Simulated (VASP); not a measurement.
# Ta (P6_3/mmc) in VASP: notebook

Runs on Ta. Level: PBE. Tasks: single point.

Program: VASP 6.6.1. These are calculated values, not measurements. Logs are shortened: lines on timing, memory, paths and dates and some standing lists are left out, and cuts for length are marked.

### 1 The cell of the first run

Symmetry: P6_3/mmc, No. 194, hexagonal system. The conventional cell has a = 2.807 Å, b = 2.807 Å, c = 5.027 Å, α = 90.00°, β = 90.00°, γ = 120.00°. Ta (site symmetry -6m2) has 12 Ta at 2.81 to 2.99 Å within 3.7 Å.

### 2 Single point, PBE

INCAR reads:

```
ALGO = Normal
EDIFF = 1E-6
ENCUT = 520
GGA = PE
ISIF = 2
ISMEAR = 0
LASPH = T
LCHARG = F
LREAL = F
LWAVE = F
NBANDS = 18
NELM = 60
PREC = Accurate
SIGMA = 0.05
```

KPOINTS reads:

```
k-points
0
Gamma
  9 9 5
```

POSCAR reads:

```
Ta
1.0
    2.8067252074      0.0000000000      0.0000000000
   -1.4033626037      2.4306953310      0.0000000000
    0.0000000000      0.0000000000      5.0273558669
Ta
2
Direct
    0.3333333333      0.6666666667      0.2500000000
    0.6666666667      0.3333333333      0.7500000000
```

Potentials or basis: VASP PAW PBE potentials, release 64 (Ta_pv).

Command:

```console
$ cat potpaw_PBE.64/Ta_pv/POTCAR > POTCAR
$ mpirun -np 1 vasp_std > vasp.out
```

OUTCAR:

```text
EDIFF = 1E-6
   ENCUT = 520
   GGA = PE
   ISIF = 2
   ISMEAR = 0
   LASPH = T
   LREAL = F
   NELM = 60
   PREC = Accurate

 ion  position               nearest neighbor table
   1  0.333  0.667  0.250-   2 2.99   2 2.99   2 2.99   2 2.99   2 2.99   2 2.99
   2  0.667  0.333  0.750-   1 2.99   1 2.99   1 2.99   1 2.99   1 2.99   1 2.99

  LATTYP: Found a hexagonal cell.
 ALAT       =     2.8067252074
 C/A-ratio  =     1.7911820700

  Lattice vectors:

 A1 = (   2.8067252074,   0.0000000000,   0.0000000000)
 A2 = (  -1.4033626037,   2.4306953310,   0.0000000000)
 A3 = (   0.0000000000,   0.0000000000,   5.0273558669)

Analysis of symmetry for initial positions (statically):
=====================================================================
 Subroutine PRICEL returns:
 Original cell was already a primitive cell.

 Routine SETGRP: Setting up the symmetry group for a
 hexagonal supercell.

 Subroutine GETGRP returns: Found 24 space group operations
 (whereof 12 operations were pure point group operations)
 out of a pool of 24 trial point group operations.

The static configuration has the point symmetry D_3d.
 The point group associated with its full space group is D_6h.

Analysis of symmetry for dynamics (positions and initial velocities):
=====================================================================
 Subroutine PRICEL returns:
 Original cell was already a primitive cell.

 Routine SETGRP: Setting up the symmetry group for a
 hexagonal supercell.

 Subroutine GETGRP returns: Found 24 space group operations
 (whereof 12 operations were pure point group operations)
 out of a pool of 24 trial point group operations.

The dynamic configuration has the point symmetry D_3d.
 The point group associated with its full space group is D_6h.

 Subroutine INISYM returns: Found 24 space group operations
 (whereof 12 operations are pure point group operations),
 and found     1 'primitive' translations

----------------------------------------------------------------------------------------

                                     Primitive cell

  volume of cell :      34.2981

  direct lattice vectors                    reciprocal lattice vectors
     2.806725207  0.000000000  0.000000000     0.356287105  0.205702456  0.000000000
    -1.403362604  2.430695331  0.000000000     0.000000000  0.411404913  0.000000000
     0.000000000  0.000000000  5.027355867     0.000000000  0.000000000  0.198911719

  length of vectors
     2.806725207  2.806725207  5.027355867     0.411404913  0.411404913  0.198911719

  position of ions in fractional coordinates (direct lattice)
     0.333333333  0.666666667  0.250000000
     0.666666667  0.333333333  0.750000000

  ion indices of the primitive-cell ions
   primitive index   ion index
                 1           1
                 2           2

----------------------------------------------------------------------------------------

 KPOINTS: k-points

Automatic generation of k-mesh.
 Grid dimensions read from file:
 generate k-points for:    9    9    5

 Generating k-lattice:

  Cartesian coordinates                     Fractional coordinates (reciprocal lattice)
     0.039587456  0.022855828  0.000000000     0.111111111  0.000000000  0.000000000
     0.000000000  0.045711657  0.000000000     0.000000000  0.111111111  0.000000000
     0.000000000  0.000000000  0.039782344     0.000000000  0.000000000  0.200000000

  Length of vectors
     0.045711657  0.045711657  0.039782344

  Shift w.r.t. Gamma in fractional coordinates (k-lattice)
     0.000000000  0.000000000  0.000000000

 Subroutine IBZKPT returns following result:
 ===========================================

 Found     36 irreducible k-points:

 Following reciprocal coordinates:
            Coordinates               Weight
  0.000000  0.000000  0.000000      1.000000
  0.111111  0.000000  0.000000      6.000000
  0.222222  0.000000  0.000000      6.000000
  0.333333  0.000000  0.000000      6.000000
  0.444444  0.000000  0.000000      6.000000
  0.111111  0.111111  0.000000      6.000000
[... 16 lines left out ...]
  0.333333  0.222222  0.200000     24.000000
  0.333333  0.333333  0.200000      4.000000
 [... further k-points ...]
   k-points           NKPTS =     36   k-points in BZ     NKDIM =     36   number of bands    NBANDS=     18
   number of dos      NEDOS =    301   number of ions     NIONS =      2
   total plane-waves  NPLWV =  23040
   dimension x,y,z NGX =    24 NGY =   24 NGZ =   40
   dimension x,y,z NGXF=    48 NGYF=   48 NGZF=   80
   ions per type =               2
   NGX,Y,Z   is equivalent  to a cutoff of  14.22, 14.22, 13.23 a.u.
   NGXF,Y,Z  is equivalent  to a cutoff of  28.43, 28.43, 26.45 a.u.
 SYSTEM =  unknown system
   PREC   = accura    normal or accurate (medium, high low for compatibility)
   ISTART =      0    job   : 0-new  1-cont  2-samecut
   ICHARG =      2    charge: 1-file 2-atom 10-const
   ISPIN  =      1    spin polarized calculation?
   LNONCOLLINEAR =      F non collinear calculations
   LSORBIT =      F    spin-orbit coupling
   LASPH  =      T    aspherical Exc in radial PAW
   ENCUT  =  520.0 eV  38.22 Ry    6.18 a.u.   5.22  5.22  9.35*2*pi/ulx,y,z
   NELM   =     60;   NELMIN=  2; NELMDL= -5     # of ELM steps
   EDIFF  = 0.1E-05   stopping-criterion for ELM
   LREAL  =      F    real-space projection
[... 7 lines left out ...]
   TEBEG  =    0.0;   TEEND  =   0.0 temperature during run
   PSTRESS=    0.0 pullay stress
   NELECT =      22.0000    total number of electrons
   NUPDOWN=      -1.0000    fix difference up-down
   EMIN   =  10.00;   EMAX   =-10.00  energy-range for DOS
   EFERMI =   0.00;   METHOD = LEGACY
   ISMEAR =     0;   SIGMA  =   0.05  broadening in eV -4-tet -1-fermi 0-gaus
   EFERMI_NEDOS =   21; number of points for ismear=-14 and -15
   IALGO  =     38    algorithm
   IMIX   =      4    mixing-type and parameters
     AMIX     =   0.40;   BMIX     =  1.00
     AMIX_MAG =   1.60;   BMIX_MAG =  1.00
  volume/ion in A,a.u.               =      17.15       115.73
  Fermi-wavevector in a.u.,A,eV,Ry     =   1.411862  2.668033 27.121247  1.993355
  Thomas-Fermi vector in A             =   2.533670
   LORBIT       =      0    0 simple, 1 ext, 2 COOP (PROOUT), +10 PAW based schemes
   GGA     = PE    functional components
   LHFCALC =     F    Hartree Fock is set to
   AEXX    =    0.0000 exact exchange contribution
   IVDW    =     0    specifies the selected vdW correction
   LEPSILON=     F    determine dielectric tensor
   LRPA    =     F    only Hartree local field effects (RPA)
 non-spin polarized calculation
 Gauss-broadening in eV      SIGMA  =   0.05
  energy-cutoff  :      520.00
  volume of cell :       34.30
 maximum number of plane-waves:       935
 NGX is ok and might be reduce to    24
   NGX = 11   NGY = 11   NGZ = 19

 number of electron      21.9999999 magnetization

 Free energy of the ion-electron system (eV)
  ---------------------------------------------------
  ext. energy  EPLUGINS =         0.00000000
  ---------------------------------------------------
  free energy    TOTEN  =       -22.86784166 eV

  energy without entropy =      -22.86411080  energy(sigma->0) =      -22.86597623

 E-fermi :   6.3671     XC(G=0): -12.8573

 val. band max:        6.3531171020   @ k =   0.2222   0.2222   0.0000
 cond. band min:       6.3690038020   @ k =   0.3333   0.0000   0.0000
 fundamental gap:      0.0158866999
 Fermi energy:         6.3670547230

 k-point     1 :       0.0000    0.0000    0.0000
  band No.  band energies     occupation
      1     -28.2090      2.00000
      2     -27.1111      2.00000
      3     -26.9485      2.00000
      4     -26.9485      2.00000
      5     -26.8422      2.00000
      6     -26.8422      2.00000
[... 10 lines left out ...]
     17      12.0491      0.00000
     18      12.0491      0.00000

 k-point     2 :       0.1111    0.0000    0.0000
  band No.  band energies     occupation
      1     -28.1562      2.00000
      2     -27.1212      2.00000
      3     -27.1163      2.00000
      4     -27.0181      2.00000
      5     -26.9944      2.00000
      6     -26.8734      2.00000
[... 10 lines left out ...]
     17      12.2513      0.00000
     18      13.0733      0.00000

 k-point     3 :       0.2222    0.0000    0.0000
  band No.  band energies     occupation
      1     -28.0124      2.00000
      2     -27.5483      2.00000
      3     -27.4389      2.00000
      4     -27.1383      2.00000
      5     -27.1059      2.00000
      6     -26.9547      2.00000
[... 10 lines left out ...]
     17      12.4837      0.00000
     18      14.9103      0.00000

 k-point     4 :       0.3333    0.0000    0.0000
  band No.  band energies     occupation
      1     -28.0143      2.00000
      2     -27.8829      2.00000
      3     -27.8204      2.00000
      4     -27.2271      2.00000
      5     -27.1901      2.00000
      6     -27.0486      2.00000
[... 10 lines left out ...]
     17      12.5346      0.00000
     18      15.0498      0.00000

 k-point     5 :       0.4444    0.0000    0.0000
  band No.  band energies     occupation
      1     -28.3066      2.00000
      2     -28.1574      2.00000
      3     -27.6555      2.00000
      4     -27.3036      2.00000
      5     -27.2623      2.00000
      6     -27.1101      2.00000
[... 10 lines left out ...]
     17      13.5055      0.00000
     18      15.1390      0.00000

 k-point     6 :       0.1111    0.1111    0.0000
  band No.  band energies     occupation
      1     -28.0577      2.00000
      2     -27.3837      2.00000
      3     -27.3343      2.00000
      4     -27.1300      2.00000
      5     -27.0642      2.00000
      6     -26.9579      2.00000
[... 307 lines left out ...]
 k-point    21 :       0.4444    0.1111    0.2000
  band No.  band energies     occupation
      1     -28.3094      2.00000
      2     -28.1862      2.00000
      3     -27.5550      2.00000
      4     -27.3852      2.00000
      5     -27.3179      2.00000
      6     -27.2232      2.00000
[... 10 lines left out ...]
     17      14.5408      0.00000
     18      15.8124      0.00000

 k-point    22 :       0.2222    0.2222    0.2000
  band No.  band energies     occupation
      1     -28.0163      2.00000
      2     -28.0114      2.00000
      3     -27.6206      2.00000
      4     -27.4508      2.00000
      5     -27.3174      2.00000
      6     -27.2218      2.00000
[... 10 lines left out ...]
     17      13.9520      0.00000
     18      15.3639      0.00000

 k-point    23 :       0.3333    0.2222    0.2000
  band No.  band energies     occupation
      1     -28.1477      2.00000
      2     -28.0530      2.00000
      3     -27.6616      2.00000
      4     -27.5340      2.00000
      5     -27.4459      2.00000
      6     -27.2842      2.00000
[... 10 lines left out ...]
     17      15.2634      0.00000
     18      15.6793      0.00000

 k-point    24 :       0.3333    0.3333    0.2000
  band No.  band energies     occupation
      1     -27.9749      2.00000
      2     -27.9218      2.00000
      3     -27.9218      2.00000
      4     -27.7535      2.00000
      5     -27.3692      2.00000
      6     -27.3692      2.00000
[... 10 lines left out ...]
     17      14.7064      0.00000
     18      14.7064      0.00000

 [... further k-points ...]
[... 5 lines left out ...]
  --------------------------------------------------------------------------------------
  -------------------------------------------------------------------------------------
  Total        4.3387887      4.3387887      4.3297519      0.0000000      0.0000000      0.0000000
  in kB      202.6791287    202.6791287    202.2569929      0.0000000      0.0000000      0.0000000
  external PRESSURE =     202.5384167 kB  Pullay stress =       0.0000000 kB

 VOLUME and BASIS-vectors are now :
 -----------------------------------------------------------------------------
  energy-cutoff  :      520.00
  volume of cell :       34.30
      direct lattice vectors                 reciprocal lattice vectors
     2.806725207  0.000000000  0.000000000     0.356287105  0.205702456  0.000000000
    -1.403362604  2.430695331  0.000000000     0.000000000  0.411404913  0.000000000
     0.000000000  0.000000000  5.027355867     0.000000000  0.000000000  0.198911719

 POSITION                                       TOTAL-FORCE (eV/Angst)
 -----------------------------------------------------------------------------------
     -0.00000      1.62046      1.25684        -0.000000     -0.000000      0.000000
      1.40336      0.81023      3.77052         0.000000      0.000000      0.000000
 -----------------------------------------------------------------------------------
    total drift:                               -0.000000      0.000000     -0.000000

  FREE ENERGIE OF THE ION-ELECTRON SYSTEM (eV)
  ---------------------------------------------------
  free  energy   TOTEN  =       -22.8678416571 eV

  energy  without entropy=      -22.8641108050  energy(sigma->0) =      -22.86597623
```

Wall time 30 s (1 thread of Intel Xeon 8259CL, shared host); peak memory 0.17 GiB.

What came out:

```
Free energy            : -22.8678 eV
Pressure               : 20.3 GPa
Band gap on the k mesh : zero (band 11 reaches 7.48 eV, above the bottom of band 12 at 5.67 eV)
```

Levels at points of the mesh, in eV from the Fermi level:
```csv
k point,band 8,band 9,band 10,band 11,band 12,band 13,band 14,band 15
"(0.00, 0.00, 0.00)",-5.27,-0.79,0.08,0.57,0.57,1.20,1.20,3.28
```

Caveat: spin-orbit coupling is left out, which moves the levels of the heavy elements.

### 3 Single point, PBE

This run uses another cell than the first one, of 17.88 Å³/atom, 1.042 times its volume.

INCAR reads:

```
PREC = Accurate
ENCUT = 520
EDIFF = 1E-6
ISMEAR = 0
SIGMA = 0.05
LREAL = F
LASPH = T
NELM = 60
ALGO = Normal
ISIF = 2
LWAVE = F
LCHARG = T
GGA = PE
LELF = T
LVHAR = T
NBANDS = 18
```

KPOINTS reads:

```
regular mesh
0
Gamma
  9 9 5
```

POSCAR reads:

```
Ta
1.0
    2.8424473354      0.0000000000      0.0000000000
   -1.4212236677      2.4616316013      0.0000000000
    0.0000000000      0.0000000000      5.1095209865
Ta
2
Direct
    0.3333333333      0.6666666667      0.2500000000
    0.6666666667      0.3333333333      0.7500000000
```

Potentials or basis: VASP PAW PBE potentials, release 64 (Ta_pv).

Command:

```console
$ cat potpaw_PBE.64/Ta_pv/POTCAR > POTCAR
$ mpirun -np 1 vasp_std > vasp.out
```

Wall time 38 s (1 thread of Intel Xeon 8259CL, shared host); peak memory 0.17 GiB.

The run converged. Its results:

```yaml
Free_energy: -23.0049 eV
Pressure: 10.1 GPa
Band_gap_on_the_k_mesh: zero (band 11 reaches 7.01 eV, above the bottom of band 12 at 5.36 eV)
```

Levels at points of the mesh, in eV from the Fermi level:
```
           k point  band 8  band 9  band 10  band 11  band 12  band 13  band 14  band 15
(0.00, 0.00, 0.00)   -5.12   -0.74    -0.07     0.60     0.60     1.18     1.18     3.20
```

Caveat: spin-orbit coupling is left out, which moves the levels of the heavy elements.

### 4 Single point, PBE

This run uses another cell than the first one, of 18.29 Å³/atom, 1.067 times its volume.

INCAR reads:

```
ALGO     = Normal         # electronic algorithm
EDIFF    = 1E-7           # SCF threshold, eV
ENCUT    = 520            # plane-wave cutoff, eV
GGA      = PE             # functional
ISIF     = 2              # what is computed and relaxed
ISMEAR   = 0              # smearing method
LASPH    = T              # aspherical terms in the spheres
LCHARG   = T              # write CHGCAR
LELF     = T              # ELF
LREAL    = F              # projectors in reciprocal space
LVHAR    = T            
LWAVE    = F              # write WAVECAR
NBANDS   = 18             # bands
NELM     = 100            # most SCF steps
PREC     = Accurate       # precision mode
SIGMA    = 0.05           # smearing width, eV
```

KPOINTS reads:

```
k-points
0
Gamma
  9 9 5
```

POSCAR reads:

```
Ta
1.0
    2.8632677374      0.0000000000      0.0000000000
   -1.4316338687      2.4796625984      0.0000000000
    0.0000000000      0.0000000000      5.1531789905
Ta
2
Direct
    0.3333333333      0.6666666667      0.2500000000
    0.6666666667      0.3333333333      0.7500000000
```

Command:

```console
$ cat potpaw_PBE.64/Ta_pv/POTCAR > POTCAR
$ mpirun -np 1 vasp_std > vasp.out
```

It took 37 s on 1 thread of Intel Xeon 8259CL, shared host; peak memory 0.16 GiB.

It converged, with:

```yaml
Free_energy: -23.0446 eV
Pressure: 5.1 GPa
Band_gap_on_the_k_mesh: zero (band 11 reaches 6.76 eV, above the bottom of band 12 at 5.20 eV)
```

Levels at points of the mesh, in eV from the Fermi level:
| k point | band 9 | band 10 | band 11 | band 12 | band 13 | band 14 |
| --- | --- | --- | --- | --- | --- | --- |
| (0.00, 0.00, 0.00) | -0.71 | -0.14 | 0.61 | 0.61 | 1.17 | 1.17 |

Caveat: spin-orbit coupling is left out, which moves the levels of the heavy elements.

### 5 The runs side by side

| cell | gap on the mesh (eV) | pressure (GPa) |
| --- | --- | --- |
| a = 2.807, b = 2.807, c = 5.027 Å, angles 90.0, 90.0, 120.0°, 2 atoms | none | 20.3 |
| a = 2.842, b = 2.842, c = 5.110 Å, angles 90.0, 90.0, 120.0°, 2 atoms | none | 10.1 |
| a = 2.863, b = 2.863, c = 5.153 Å, angles 90.0, 90.0, 120.0°, 2 atoms | none | 5.1 |

Alike in all rows: task single point; level PBE; potentials or basis VASP PAW PBE potentials, release 64 (Ta_pv); no spin polarisation; k mesh 9 × 9 × 5; cutoff (eV) 520; smearing gaussian 0.05 eV.

Caveats: spin-orbit coupling is left out, which moves the levels of the heavy elements.

Total energies depend on the potentials used, so only differences within one code and one set of settings carry meaning.
